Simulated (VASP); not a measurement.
# Sr (P6/mmm) in VASP: further runs

Sr is run at these levels: LDA; tasks: single point, relaxation of cell and atoms.

Program: VASP 6.6.1. These are calculated values, not measurements. Logs are shortened: lines on timing, memory, paths and dates and some standing lists are left out, and cuts for length are marked.

### Step 1. The cell of the first run

Symmetry: P6/mmm, No. 191, hexagonal system. Conventional cell: a = 6.553 Å, b = 6.553 Å, c = 3.891 Å, α = 90.00°, β = 90.00°, γ = 120.00°. Sr (site symmetry 6/mmm) has 14 Sr at 3.89 to 4.25 Å within 5.1 Å. Sr (site symmetry -6m2) has 11 Sr at 3.78 to 4.25 Å within 5.0 Å.

### Step 2. Single point, LDA

INCAR reads:

```
SYSTEM = Sr
ALGO = Normal
EDIFF = 1E-6
ENCUT = 520
ISIF = 2
ISMEAR = -1
LASPH = .True.
LCHARG = .False.
LREAL = .False.
LWAVE = .False.
NBANDS = 22
NELM = 100
PREC = Accurate
SIGMA = 0.1
```

KPOINTS reads:

```
k-points
0
Gamma
  6 6 8
  0 0 0
```

POSCAR reads:

```
Sr
1.0
    6.5527603107      0.0000000000      0.0000000000
   -3.2763801553      5.6748568940      0.0000000000
    0.0000000000      0.0000000000      3.8909450713
Sr
3
Direct
    0.0000000000      0.0000000000      0.0000000000
    0.3333333333      0.6666666667      0.5000000000
    0.6666666667      0.3333333333      0.5000000000
```

Potentials or basis: VASP PAW LDA potentials, release 64 (Sr_sv).

Command:

```console
> cat potpaw_LDA.64/Sr_sv/POTCAR > POTCAR
> mpirun -np 1 vasp_std > vasp.out
```

OUTCAR:

```text
SYSTEM = Sr
   EDIFF = 1E-6
   ENCUT = 520
   ISIF = 2
   ISMEAR = -1
   LASPH = .True.
   LREAL = .False.
   NELM = 100
   PREC = Accurate

 ion  position               nearest neighbor table
   1  0.000  0.000  0.000-   2 4.25   3 4.25   2 4.25   3 4.25   2 4.25   2 4.25   3 4.25   3 4.25
                             3 4.25   3 4.25   2 4.25   2 4.25
   2  0.333  0.667  0.500-   3 3.78   3 3.78   3 3.78   1 4.25   1 4.25   1 4.25   1 4.25   1 4.25
                             1 4.25
   3  0.667  0.333  0.500-   2 3.78   2 3.78   2 3.78   1 4.25   1 4.25   1 4.25   1 4.25   1 4.25
                             1 4.25

  LATTYP: Found a hexagonal cell.
 ALAT       =     6.5527603107
 C/A-ratio  =     0.5937871808

  Lattice vectors:

 A1 = (   6.5527603107,   0.0000000000,   0.0000000000)
 A2 = (  -3.2763801553,   5.6748568940,   0.0000000000)
 A3 = (   0.0000000000,   0.0000000000,   3.8909450713)

Analysis of symmetry for initial positions (statically):
=====================================================================
 Subroutine PRICEL returns:
 Original cell was already a primitive cell.

 Routine SETGRP: Setting up the symmetry group for a
 hexagonal supercell.

 Subroutine GETGRP returns: Found 24 space group operations
 (whereof 24 operations were pure point group operations)
 out of a pool of 24 trial point group operations.

The static configuration has the point symmetry D_6h.

Analysis of symmetry for dynamics (positions and initial velocities):
=====================================================================
 Subroutine PRICEL returns:
 Original cell was already a primitive cell.

 Routine SETGRP: Setting up the symmetry group for a
 hexagonal supercell.

 Subroutine GETGRP returns: Found 24 space group operations
 (whereof 24 operations were pure point group operations)
 out of a pool of 24 trial point group operations.

The dynamic configuration has the point symmetry D_6h.

 Subroutine INISYM returns: Found 24 space group operations
 (whereof 24 operations are pure point group operations),
 and found     1 'primitive' translations

----------------------------------------------------------------------------------------

                                     Primitive cell

  volume of cell :     144.6886

  direct lattice vectors                    reciprocal lattice vectors
     6.552760311  0.000000000  0.000000000     0.152607444  0.088107949  0.000000000
    -3.276380155  5.674856894  0.000000000     0.000000000  0.176215897  0.000000000
     0.000000000  0.000000000  3.890945071     0.000000000  0.000000000  0.257006969

  length of vectors
     6.552760311  6.552760311  3.890945071     0.176215897  0.176215897  0.257006969

  position of ions in fractional coordinates (direct lattice)
     0.000000000  0.000000000  0.000000000
     0.333333333  0.666666667  0.500000000
     0.666666667  0.333333333  0.500000000

  ion indices of the primitive-cell ions
   primitive index   ion index
                 1           1
                 2           2
                 3           3

----------------------------------------------------------------------------------------

 KPOINTS: k-points

Automatic generation of k-mesh.
 Grid dimensions read from file:
 generate k-points for:    6    6    8

 Generating k-lattice:

  Cartesian coordinates                     Fractional coordinates (reciprocal lattice)
     0.025434574  0.014684658  0.000000000     0.166666667 -0.000000000  0.000000000
     0.000000000  0.029369316  0.000000000     0.000000000  0.166666667  0.000000000
     0.000000000  0.000000000  0.032125871     0.000000000  0.000000000  0.125000000

  Length of vectors
     0.029369316  0.029369316  0.032125871

  Shift w.r.t. Gamma in fractional coordinates (k-lattice)
     0.000000000  0.000000000  0.000000000

 Subroutine IBZKPT returns following result:
 ===========================================

 Found     35 irreducible k-points:

 Following reciprocal coordinates:
            Coordinates               Weight
  0.000000  0.000000  0.000000      1.000000
  0.166667  0.000000  0.000000      6.000000
  0.333333  0.000000  0.000000      6.000000
  0.500000  0.000000  0.000000      3.000000
  0.166667  0.166667  0.000000      6.000000
  0.333333  0.166667  0.000000     12.000000
[... 16 lines left out ...]
  0.166667  0.000000  0.375000     12.000000
  0.333333  0.000000  0.375000     12.000000
 [... further k-points ...]
   k-points           NKPTS =     35   k-points in BZ     NKDIM =     35   number of bands    NBANDS=     22
   number of dos      NEDOS =    301   number of ions     NIONS =      3
   total plane-waves  NPLWV =  75000
   dimension x,y,z NGX =    50 NGY =   50 NGZ =   30
   dimension x,y,z NGXF=   100 NGYF=  100 NGZF=   60
   ions per type =               3
   NGX,Y,Z   is equivalent  to a cutoff of  12.69, 12.69, 12.82 a.u.
   NGXF,Y,Z  is equivalent  to a cutoff of  25.37, 25.37, 25.64 a.u.
 SYSTEM =  Sr
   PREC   = accura    normal or accurate (medium, high low for compatibility)
   ISTART =      0    job   : 0-new  1-cont  2-samecut
   ICHARG =      2    charge: 1-file 2-atom 10-const
   ISPIN  =      1    spin polarized calculation?
   LNONCOLLINEAR =      F non collinear calculations
   LSORBIT =      F    spin-orbit coupling
   LASPH  =      T    aspherical Exc in radial PAW
   ENCUT  =  520.0 eV  38.22 Ry    6.18 a.u.  12.18 12.18  7.23*2*pi/ulx,y,z
   NELM   =    100;   NELMIN=  2; NELMDL= -5     # of ELM steps
   EDIFF  = 0.1E-05   stopping-criterion for ELM
   LREAL  =      F    real-space projection
   EDIFFG = 0.1E-04   stopping-criterion for IOM
   NSW    =      0    number of steps for IOM
   IBRION =     -1    ionic relax: 0-MD 1-quasi-New 2-CG
   NFREE  =      0    steps in history (QN), initial steepest desc. (CG)
   ISIF   =      2    stress and relaxation
   ISYM   =      2    0-nonsym 1-usesym 2-fastsym
   POTIM  = 0.5000    time-step for ionic-motion
   TEBEG  =    0.0;   TEEND  =   0.0 temperature during run
   PSTRESS=    0.0 pullay stress
   NELECT =      30.0000    total number of electrons
   NUPDOWN=      -1.0000    fix difference up-down
   EMIN   =  10.00;   EMAX   =-10.00  energy-range for DOS
   EFERMI =   0.00;   METHOD = LEGACY
[... 5 lines left out ...]
     AMIX_MAG =   1.60;   BMIX_MAG =  1.00
  volume/ion in A,a.u.               =      48.23       325.47
  Fermi-wavevector in a.u.,A,eV,Ry     =   0.968955  1.831060 12.774166  0.938875
  Thomas-Fermi vector in A             =   2.098968
   LORBIT       =      0    0 simple, 1 ext, 2 COOP (PROOUT), +10 PAW based schemes
   GGA     = CA    functional components
   LHFCALC =     F    Hartree Fock is set to
   AEXX    =    0.0000 exact exchange contribution
   IVDW    =     0    specifies the selected vdW correction
   LEPSILON=     F    determine dielectric tensor
   LRPA    =     F    only Hartree local field effects (RPA)
 non-spin polarized calculation
  energy-cutoff  :      520.00
  volume of cell :      144.69
 maximum number of plane-waves:      3926
 NGX is ok and might be reduce to    50
   NGX = 25   NGY = 25   NGZ = 15

 number of electron      30.0000000 magnetization

 Free energy of the ion-electron system (eV)
  ---------------------------------------------------
  ext. energy  EPLUGINS =         0.00000000
  ---------------------------------------------------
  free energy    TOTEN  =        -5.59938525 eV

  energy without entropy =       -5.45245245  energy(sigma->0) =       -5.52591885

 E-fermi :   1.8620     XC(G=0):  -7.9760

 val. band max:        1.8600680349   @ k =   0.3333   0.0000   0.3750
 cond. band min:       1.8670956063   @ k =   0.1667   0.0000   0.3750
 fundamental gap:      0.0070275714
 Fermi energy:         1.8619764809

 k-point     1 :       0.0000    0.0000    0.0000
  band No.  band energies     occupation
      1     -34.3607      2.00000
      2     -34.3238      2.00000
      3     -34.2740      2.00000
      4     -16.5863      2.00000
      5     -16.5863      2.00000
      6     -16.4439      2.00000
[... 14 lines left out ...]
     21       4.6345      0.00000
     22       4.6345      0.00000

 k-point     2 :       0.1667    0.0000    0.0000
  band No.  band energies     occupation
      1     -34.3583      2.00000
      2     -34.3259      2.00000
      3     -34.2743      2.00000
      4     -16.6029      2.00000
      5     -16.5860      2.00000
      6     -16.4211      2.00000
[... 14 lines left out ...]
     21       4.3437      0.00000
     22       4.7869      0.00000

 k-point     3 :       0.3333    0.0000    0.0000
  band No.  band energies     occupation
      1     -34.3523      2.00000
      2     -34.3314      2.00000
      3     -34.2749      2.00000
      4     -16.6281      2.00000
      5     -16.5643      2.00000
      6     -16.3979      2.00000
[... 14 lines left out ...]
     21       3.7323      0.00000
     22       4.7412      0.00000

 k-point     4 :       0.5000    0.0000    0.0000
  band No.  band energies     occupation
      1     -34.3475      2.00000
      2     -34.3359      2.00000
      3     -34.2752      2.00000
      4     -16.6385      2.00000
      5     -16.5322      2.00000
      6     -16.4421      2.00000
[... 14 lines left out ...]
     21       3.6199      0.00000
     22       4.6571      0.00000

 k-point     5 :       0.1667    0.1667    0.0000
  band No.  band energies     occupation
      1     -34.3540      2.00000
      2     -34.3297      2.00000
      3     -34.2747      2.00000
      4     -16.6157      2.00000
      5     -16.5805      2.00000
      6     -16.3967      2.00000
[... 14 lines left out ...]
     21       3.8953      0.00000
     22       4.9034      0.00000

 k-point     6 :       0.3333    0.1667    0.0000
  band No.  band energies     occupation
      1     -34.3476      2.00000
      2     -34.3357      2.00000
      3     -34.2752      2.00000
      4     -16.6257      2.00000
      5     -16.5480      2.00000
      6     -16.4468      2.00000
[... 14 lines left out ...]
     21       3.5971      0.00000
     22       4.7718      0.00000

 k-point     7 :       0.3333    0.3333    0.0000
  band No.  band energies     occupation
      1     -34.3416      2.00000
      2     -34.3416      2.00000
      3     -34.2754      2.00000
      4     -16.6163      2.00000
      5     -16.5122      2.00000
      6     -16.5122      2.00000
[... 324 lines left out ...]
      6     -16.4667      2.00000
[... 14 lines left out ...]
     21       3.8315      0.00000
     22       4.1365      0.00000

 k-point    21 :       0.3333    0.3333    0.2500
  band No.  band energies     occupation
      1     -34.3334      2.00000
      2     -34.3334      2.00000
      3     -34.2670      2.00000
      4     -16.6135      2.00000
      5     -16.4882      2.00000
      6     -16.4882      2.00000
[... 14 lines left out ...]
     21       3.6878      0.00000
     22       4.3790      0.00000

 k-point    22 :       0.0000    0.0000    0.3750
  band No.  band energies     occupation
      1     -34.3452      2.00000
      2     -34.3102      2.00000
      3     -34.2609      2.00000
      4     -16.5595      2.00000
      5     -16.5579      2.00000
      6     -16.5579      2.00000
[... 14 lines left out ...]
     21       4.2224      0.00000
     22       4.2224      0.00000

 k-point    23 :       0.1667    0.0000    0.3750
  band No.  band energies     occupation
      1     -34.3431      2.00000
      2     -34.3122      2.00000
      3     -34.2609      2.00000
      4     -16.5646      2.00000
      5     -16.5627      2.00000
      6     -16.5502      2.00000
[... 14 lines left out ...]
     21       4.0485      0.00000
     22       4.1635      0.00000

 k-point    24 :       0.3333    0.0000    0.3750
  band No.  band energies     occupation
      1     -34.3377      2.00000
      2     -34.3176      2.00000
      3     -34.2610      2.00000
      4     -16.5767      2.00000
      5     -16.5696      2.00000
      6     -16.5529      2.00000
[... 14 lines left out ...]
     21       4.0029      0.00000
     22       4.0041      0.00000

 [... further k-points ...]
[... 5 lines left out ...]
  --------------------------------------------------------------------------------------
  -------------------------------------------------------------------------------------
  Total        0.1287746      0.1287746      0.1112293      0.0000000     -0.0000000     -0.0000000
  in kB        1.4259577      1.4259577      1.2316735      0.0000000     -0.0000000     -0.0000000
  external PRESSURE =       1.3611963 kB  Pullay stress =       0.0000000 kB

 VOLUME and BASIS-vectors are now :
 -----------------------------------------------------------------------------
  energy-cutoff  :      520.00
  volume of cell :      144.69
      direct lattice vectors                 reciprocal lattice vectors
     6.552760311  0.000000000  0.000000000     0.152607444  0.088107949  0.000000000
    -3.276380155  5.674856894  0.000000000     0.000000000  0.176215897  0.000000000
     0.000000000  0.000000000  3.890945071     0.000000000  0.000000000  0.257006969

 POSITION                                       TOTAL-FORCE (eV/Angst)
 -----------------------------------------------------------------------------------
      0.00000      0.00000      0.00000         0.000000      0.000000      0.000000
     -0.00000      3.78324      1.94547        -0.000000      0.000000      0.000000
      3.27638      1.89162      1.94547         0.000000     -0.000000      0.000000
 -----------------------------------------------------------------------------------
    total drift:                                0.000000     -0.000000      0.000000

  FREE ENERGIE OF THE ION-ELECTRON SYSTEM (eV)
  ---------------------------------------------------
  free  energy   TOTEN  =        -5.5993852508 eV

  energy  without entropy=       -5.4524524460  energy(sigma->0) =       -5.52591885
```

Wall time 85 s (1 thread of Intel Xeon 6975P-C, shared host); peak memory 0.25 GiB.

What came out:

```yaml
Free_energy: -5.5994 eV
Pressure: 0.1 GPa
Band_gap_on_the_k_mesh: zero (band 15 reaches 2.12 eV, above the bottom of band 16 at 1.75 eV)
```

Levels at points of the mesh, in eV from the Fermi level:
| k point | band 13 | band 14 | band 15 | band 16 | band 17 | band 18 |
| --- | --- | --- | --- | --- | --- | --- |
| (0.00, 0.00, 0.00) | -3.82 | -0.21 | 0.25 | 0.25 | 0.31 | 0.31 |
| (0.50, 0.00, 0.00) | -2.41 | -2.36 | -1.14 | 0.46 | 1.03 | 1.20 |
| (0.00, 0.00, 0.50) | -1.34 | -0.81 | -0.11 | -0.11 | 0.11 | 0.11 |
| (0.50, 0.00, 0.50) | -0.85 | -0.84 | -0.03 | 0.16 | 0.31 | 0.43 |

(Part 1 of 2 ends here.)
